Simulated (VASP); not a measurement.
Write the native input for VASP 6.6.1 that does the following.

| Property | Result |
| --- | --- |
| Task | single point |
| Functional | PBE |
| Potentials or basis | VASP PAW PBE potentials, release 64 (Al, Ru_pv) |
| Cutoff | 500 eV |
| k mesh | 2 × 2 × 2, shifted |
| Occupations | gaussian, width 0.1 eV |
| Spin | no spin polarisation |
| Dipole correction | no |
| Further INCAR settings | ALGO = Normal; EDIFF = 1e-06; NBANDS = 16; ISYM = 0 |

The structure of AlRu lies in POSCAR:

```
AlRu
1.0
    2.9824954400      0.0000000000      0.0000000000
    0.0000000000      2.9824954400      0.0000000000
    0.0000000000      0.0000000000      2.9824954400
Al Ru
1 1
Direct
    0.0000000000      0.1676448498      0.0000000000
    0.5000000000      0.5000000000      0.5000000000
```

The input as run:

INCAR

```
  PREC = Accurate
  ENCUT = 500
  EDIFF = 1E-6
  ISMEAR = 0
  SIGMA = 0.1
  LREAL = F
  LASPH = T
  NELM = 120
  ALGO = Normal
  ISIF = 2
  LWAVE = F
  LCHARG = F
  GGA = PE
  ISYM = 0
  NBANDS = 16
  GGA_COMPAT = F
```

KPOINTS

```
Automatic mesh
0
Gamma
  2 2 2
  0 0 0.5
```

Potentials or basis: VASP PAW PBE potentials, release 64 (Al, Ru_pv).

Run with:

```sh
$ cat potpaw_PBE.64/Al/POTCAR potpaw_PBE.64/Ru_pv/POTCAR > POTCAR
$ mpirun -np 1 vasp_std > vasp.out
```

Results of the run:

The pressure is 24.7 GPa and the largest force is 3.999 eV/Å.

Caveat: the k points lie up to 1.05 Å⁻¹ apart; forces of over 1 eV/Å act on the atoms, so gaps and moduli don't describe the material at rest.

It took 4.2 s on 1 thread of Intel(R) Xeon(R) 6975P-C (Granite Rapids), with other jobs on the host, peak memory 0.13 GiB.
